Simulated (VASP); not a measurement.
# NbC4 (P-43m) in VASP: a series of runs, part 2 of 3

VASP 6.6.1. Earlier steps stand in the parts before.

## 5. Relaxation of cell and atoms, PBE

INCAR reads:

```
SYSTEM = NbC4
ALGO = Normal
EDIFF = 1E-6
EDIFFG = -0.01
ENCUT = 600
GGA = PE
IBRION = 2
ISIF = 3
ISMEAR = 0
LASPH = .True.
LCHARG = .False.
LREAL = .False.
LWAVE = .False.
NELM = 60
NSW = 100
PREC = Accurate
SIGMA = 0.1
```

KPOINTS reads:

```
k-points
0
Gamma
  10 10 10
  0 0 0
```

POSCAR reads:

```
NbC4
1.0
    3.6072856370      0.0000000000      0.0000000000
    0.0000000000      3.6072856370      0.0000000000
    0.0000000000      0.0000000000      3.6072856370
Nb C
1 4
Direct
    0.0000000000      0.0000000000      0.0000000000
    0.3489842254      0.6510157746      0.6510157746
    0.6510157746      0.3489842254      0.6510157746
    0.6510157746      0.6510157746      0.3489842254
    0.3489842254      0.3489842254      0.3489842254
```

Potentials or basis: VASP PAW PBE potentials, release 64 (Nb_sv, C).

The run is started by

```sh
cat potpaw_PBE.64/Nb_sv/POTCAR potpaw_PBE.64/C/POTCAR > POTCAR
mpirun -np 1 vasp_std > vasp.out
```

OUTCAR:

```text
SYSTEM = NbC4
   EDIFF = 1E-6
   EDIFFG = -0.01
   ENCUT = 600
   GGA = PE
   IBRION = 2
   ISIF = 3
   ISMEAR = 0
   LASPH = .True.
   LREAL = .False.
   NELM = 60
   NSW = 100
   PREC = Accurate

 ion  position               nearest neighbor table
   1  0.000  0.000  0.000-   2 2.18   3 2.18   4 2.18   5 2.18
   2  0.349  0.651  0.651-   3 1.54   4 1.54   5 1.54   1 2.18
   3  0.651  0.349  0.651-   2 1.54   4 1.54   5 1.54   1 2.18
   4  0.651  0.651  0.349-   2 1.54   3 1.54   5 1.54   1 2.18
   5  0.349  0.349  0.349-   2 1.54   3 1.54   4 1.54   1 2.18

  LATTYP: Found a simple cubic cell.
 ALAT       =     3.6072856370

  Lattice vectors:

 A1 = (   3.6072856370,   0.0000000000,   0.0000000000)
 A2 = (   0.0000000000,   3.6072856370,   0.0000000000)
 A3 = (   0.0000000000,   0.0000000000,   3.6072856370)

Analysis of symmetry for initial positions (statically):
=====================================================================
 Subroutine PRICEL returns:
 Original cell was already a primitive cell.

 Routine SETGRP: Setting up the symmetry group for a
 simple cubic supercell.

 Subroutine GETGRP returns: Found 24 space group operations
 (whereof 24 operations were pure point group operations)
 out of a pool of 48 trial point group operations.

The static configuration has the point symmetry T_d .

Analysis of symmetry for dynamics (positions and initial velocities):
=====================================================================
 Subroutine PRICEL returns:
 Original cell was already a primitive cell.

 Routine SETGRP: Setting up the symmetry group for a
 simple cubic supercell.

 Subroutine GETGRP returns: Found 24 space group operations
 (whereof 24 operations were pure point group operations)
 out of a pool of 48 trial point group operations.

The dynamic configuration has the point symmetry T_d .

 Subroutine INISYM returns: Found 24 space group operations
 (whereof 24 operations are pure point group operations),
 and found     1 'primitive' translations

----------------------------------------------------------------------------------------

                                     Primitive cell

  volume of cell :      46.9398

  direct lattice vectors                    reciprocal lattice vectors
     3.607285637  0.000000000  0.000000000     0.277216750  0.000000000  0.000000000
     0.000000000  3.607285637  0.000000000     0.000000000  0.277216750  0.000000000
     0.000000000  0.000000000  3.607285637     0.000000000  0.000000000  0.277216750

  length of vectors
     3.607285637  3.607285637  3.607285637     0.277216750  0.277216750  0.277216750

  position of ions in fractional coordinates (direct lattice)
     0.000000000  0.000000000  0.000000000
     0.348984225  0.651015775  0.651015775
     0.651015775  0.348984225  0.651015775
     0.651015775  0.651015775  0.348984225
     0.348984225  0.348984225  0.348984225

  ion indices of the primitive-cell ions
   primitive index   ion index
                 1           1
                 2           2
                 3           3
                 4           4
                 5           5

[... 28 lines left out ...]
  0.000000  0.000000  0.000000      1.000000
  0.100000  0.000000  0.000000      6.000000
  0.200000  0.000000  0.000000      6.000000
  0.300000  0.000000  0.000000      6.000000
  0.400000  0.000000  0.000000      6.000000
  0.500000  0.000000  0.000000      3.000000
[... 16 lines left out ...]
  0.200000  0.100000  0.100000     24.000000
  0.300000  0.100000  0.100000     24.000000
 [... further k-points ...]
   k-points           NKPTS =     56   k-points in BZ     NKDIM =     56   number of bands    NBANDS=     18
   number of dos      NEDOS =    301   number of ions     NIONS =      5
   total plane-waves  NPLWV =  27000
   dimension x,y,z NGX =    30 NGY =   30 NGZ =   30
   dimension x,y,z NGXF=    60 NGYF=   60 NGZF=   60
   ions per type =               1   4
   NGX,Y,Z   is equivalent  to a cutoff of  13.83, 13.83, 13.83 a.u.
   NGXF,Y,Z  is equivalent  to a cutoff of  27.65, 27.65, 27.65 a.u.
 SYSTEM =  NbC4
   PREC   = accura    normal or accurate (medium, high low for compatibility)
   ISTART =      0    job   : 0-new  1-cont  2-samecut
   ICHARG =      2    charge: 1-file 2-atom 10-const
   ISPIN  =      1    spin polarized calculation?
   LNONCOLLINEAR =      F non collinear calculations
   LSORBIT =      F    spin-orbit coupling
   LASPH  =      T    aspherical Exc in radial PAW
   ENCUT  =  600.0 eV  44.10 Ry    6.64 a.u.   7.20  7.20  7.20*2*pi/ulx,y,z
   NELM   =     60;   NELMIN=  2; NELMDL= -5     # of ELM steps
   EDIFF  = 0.1E-05   stopping-criterion for ELM
   LREAL  =      F    real-space projection
   EDIFFG = -.1E-01   stopping-criterion for IOM
   NSW    =    100    number of steps for IOM
   IBRION =      2    ionic relax: 0-MD 1-quasi-New 2-CG
   NFREE  =      1    steps in history (QN), initial steepest desc. (CG)
   ISIF   =      3    stress and relaxation
   ISYM   =      2    0-nonsym 1-usesym 2-fastsym
   POTIM  = 0.5000    time-step for ionic-motion
   TEBEG  =    0.0;   TEEND  =   0.0 temperature during run
   PSTRESS=    0.0 pullay stress
   NELECT =      29.0000    total number of electrons
   NUPDOWN=      -1.0000    fix difference up-down
   EMIN   =  10.00;   EMAX   =-10.00  energy-range for DOS
   EFERMI =   0.00;   METHOD = LEGACY
   ISMEAR =     0;   SIGMA  =   0.10  broadening in eV -4-tet -1-fermi 0-gaus
   EFERMI_NEDOS =   21; number of points for ismear=-14 and -15
   IALGO  =     38    algorithm
   IMIX   =      4    mixing-type and parameters
     AMIX     =   0.40;   BMIX     =  1.00
     AMIX_MAG =   1.60;   BMIX_MAG =  1.00
  volume/ion in A,a.u.               =       9.39        63.35
  Fermi-wavevector in a.u.,A,eV,Ry     =   1.394313  2.634870 26.451208  1.944109
  Thomas-Fermi vector in A             =   2.517874
   LORBIT       =      0    0 simple, 1 ext, 2 COOP (PROOUT), +10 PAW based schemes
   GGA     = PE    functional components
   LHFCALC =     F    Hartree Fock is set to
   AEXX    =    0.0000 exact exchange contribution
   IVDW    =     0    specifies the selected vdW correction
   LEPSILON=     F    determine dielectric tensor
   LRPA    =     F    only Hartree local field effects (RPA)
 conjugate gradient relaxation of ions
 non-spin polarized calculation
 Gauss-broadening in eV      SIGMA  =   0.10
  energy-cutoff  :      600.00
  volume of cell :       46.94
 maximum number of plane-waves:      1596
 NGX is ok and might be reduce to    30
   NGX = 15   NGY = 15   NGZ = 15

--------------------------------------- Ionic step        1  -------------------------------------------

 number of electron      28.9999997 magnetization

 Free energy of the ion-electron system (eV)
  ---------------------------------------------------
  ext. energy  EPLUGINS =         0.00000000
  ---------------------------------------------------
  free energy    TOTEN  =       -39.51224967 eV

  energy without entropy =      -39.50298333  energy(sigma->0) =      -39.50761650

------------------------ aborting loop because EDIFF is reached ----------------------------------------

  FORCE on cell =-STRESS in cart. coord.  units (eV):
  Direction    XX          YY          ZZ          XY          YZ          ZX
  --------------------------------------------------------------------------------------
  -------------------------------------------------------------------------------------
  Total       -0.1209612     -0.1209612     -0.1209612      0.0000000      0.0000000     -0.0000000
  in kB       -4.1287164     -4.1287164     -4.1287164      0.0000000      0.0000000     -0.0000000
  external PRESSURE =      -4.1287164 kB  Pullay stress =       0.0000000 kB
[... 143 lines left out ...]
--------------------------------------- Ionic step        5  -------------------------------------------

 number of electron      28.9999997 magnetization

 Free energy of the ion-electron system (eV)
  ---------------------------------------------------
  ext. energy  EPLUGINS =         0.00000000
  ---------------------------------------------------
  free energy    TOTEN  =       -39.51280613 eV

  energy without entropy =      -39.50367172  energy(sigma->0) =      -39.50823893

 E-fermi :   9.0060     XC(G=0): -12.1750

 val. band max:        8.9966112453   @ k =   0.2000   0.2000   0.0000
 cond. band min:       9.0163640581   @ k =   0.5000   0.4000   0.4000
 fundamental gap:      0.0197528128
 Fermi energy:         9.0059573429

 k-point     1 :       0.0000    0.0000    0.0000
  band No.  band energies     occupation
      1     -47.0578      2.00000
      2     -23.0567      2.00000
      3     -23.0567      2.00000
      4     -23.0567      2.00000
      5     -12.0096      2.00000
      6       0.1966      2.00000
[... 481 lines left out ...]
      5     -11.7563      2.00000
      6      -2.1262      2.00000
[... 10 lines left out ...]
     17      10.5875      0.00000
     18      11.2423      0.00000

 [... further k-points ...]
[... 5 lines left out ...]
  --------------------------------------------------------------------------------------
  -------------------------------------------------------------------------------------
  Total        0.0021270      0.0021270      0.0021270      0.0000000     -0.0000000     -0.0000000
  in kB        0.0728199      0.0728199      0.0728199      0.0000000     -0.0000000     -0.0000000
  external PRESSURE =       0.0728199 kB  Pullay stress =       0.0000000 kB
[... 20 lines left out ...]
  FREE ENERGIE OF THE ION-ELECTRON SYSTEM (eV)
  ---------------------------------------------------
  free  energy   TOTEN  =       -39.5128061325 eV

  energy  without entropy=      -39.5036717223  energy(sigma->0) =      -39.50823893

 reached required accuracy - stopping structural energy minimisation
```

OSZICAR:

```text
N       E                     dE             d eps       ncg     rms          rms(c)
DAV:   1     0.255261995889E+03    0.25526E+03   -0.16852E+04  2016   0.176E+03
DAV:   2    -0.264765452914E+02   -0.28174E+03   -0.27550E+03  2564   0.527E+02
DAV:   3    -0.458823206022E+02   -0.19406E+02   -0.19065E+02  3388   0.110E+02
[... 44 lines left out ...]
DAV:   3    -0.395128389288E+02    0.16098E-03   -0.71445E-04  2788   0.145E-01    0.450E-02
DAV:   4    -0.395128021742E+02    0.36755E-04   -0.32885E-04  3514   0.158E-01    0.253E-02
DAV:   5    -0.395128039464E+02   -0.17722E-05   -0.13048E-05  2400   0.358E-02    0.146E-02
DAV:   6    -0.395128061409E+02   -0.21945E-05   -0.15782E-05  3536   0.231E-02    0.310E-03
DAV:   7    -0.395128061325E+02    0.83137E-08   -0.57333E-07  1198   0.762E-03
   5 F= -.39512806E+02 E0= -.39508239E+02  d E =-.103157E-03
```

CONTCAR:

```text
NbC4
   1.00000000000000
     3.6036454207524549    0.0000000000000000   -0.0000000000000000
    -0.0000000000000000    3.6036454207524549   -0.0000000000000000
    -0.0000000000000000    0.0000000000000000    3.6036454207524549
  Nb              C
     1     4
Direct
     0.0000000000000000    0.0000000000000000    0.0000000000000000
     0.3486923651923519    0.6513076348076481    0.6513076348076481
     0.6513076348076481    0.3486923651923519    0.6513076348076481
     0.6513076348076481    0.6513076348076481    0.3486923651923519
     0.3486923651923519    0.3486923651923519    0.3486923651923519

  0.00000000E+00  0.00000000E+00  0.00000000E+00
  0.00000000E+00  0.00000000E+00  0.00000000E+00
  0.00000000E+00  0.00000000E+00  0.00000000E+00
  0.00000000E+00  0.00000000E+00  0.00000000E+00
  0.00000000E+00  0.00000000E+00  0.00000000E+00
```

Run time: 1.9 min. Hardware: 1 thread of AMD EPYC 9R45 (Zen 5), shared host; peak memory 0.18 GiB.

Results:

| Quantity | Value |
| --- | --- |
| Free energy | -39.5128 eV |
| Relaxed volume | 9.36 Å³/atom |
| Relaxed cell | a = 3.604 Å, b = 3.604 Å, c = 3.604 Å, α = 90.00°, β = 90.00°, γ = 90.00° |
| Space group after relaxing (to 0.05 Å) | P-43m (No. 215) |
| Energy gained by relaxing | 0.1 meV/atom |
| Ionic steps | 5 |
| Pressure after relaxing | 0.0 GPa |

The path:
| step | energy change (eV) | largest force (eV/Å) | pressure (GPa) | volume (Å³) |
| --- | --- | --- | --- | --- |
| 1 | 0.0000 | 0.1006 | -0.41 | 46.94 |
| 2 | 0.0008 | 0.2239 | -0.37 | 46.78 |
| 3 | -0.0005 | 0.0218 | -0.40 | 46.88 |
| 4 | -0.0004 | 0.0235 | 0.45 | 46.71 |
| 5 | -0.0006 | 0.0014 | 0.01 | 46.80 |

Final structure:
```cif
data_structure
_symmetry_space_group_name_H-M 'P 1'
_symmetry_Int_Tables_number 1
_cell_length_a 3.6036
_cell_length_b 3.6036
_cell_length_c 3.6036
_cell_angle_alpha 90.000
_cell_angle_beta 90.000
_cell_angle_gamma 90.000
_cell_volume 46.80
loop_
_atom_site_label
_atom_site_type_symbol
_atom_site_fract_x
_atom_site_fract_y
_atom_site_fract_z
_atom_site_occupancy
Nb1 Nb 0.00000 0.00000 0.00000 1
C1 C 0.34869 0.65131 0.65131 1
C2 C 0.65131 0.34869 0.65131 1
C3 C 0.65131 0.65131 0.34869 1
C4 C 0.34869 0.34869 0.34869 1
```

Levels at points of the mesh, in eV from the Fermi level:
| k point | band 13 | band 14 | band 15 | band 16 | band 17 | band 18 |
| --- | --- | --- | --- | --- | --- | --- |
| (0.00, 0.00, 0.00) | -3.00 | -3.00 | 1.36 | 1.36 | 2.92 | 2.92 |
| (0.50, 0.00, 0.00) | -2.79 | -2.51 | -1.52 | 0.79 | 1.75 | 1.75 |
| (0.50, 0.50, 0.00) | -1.11 | 0.35 | 0.73 | 1.31 | 2.25 | 2.25 |
| (0.50, 0.50, 0.50) | 0.30 | 0.30 | 1.24 | 1.24 | 1.24 | 1.89 |

[end of part 2 of 3]
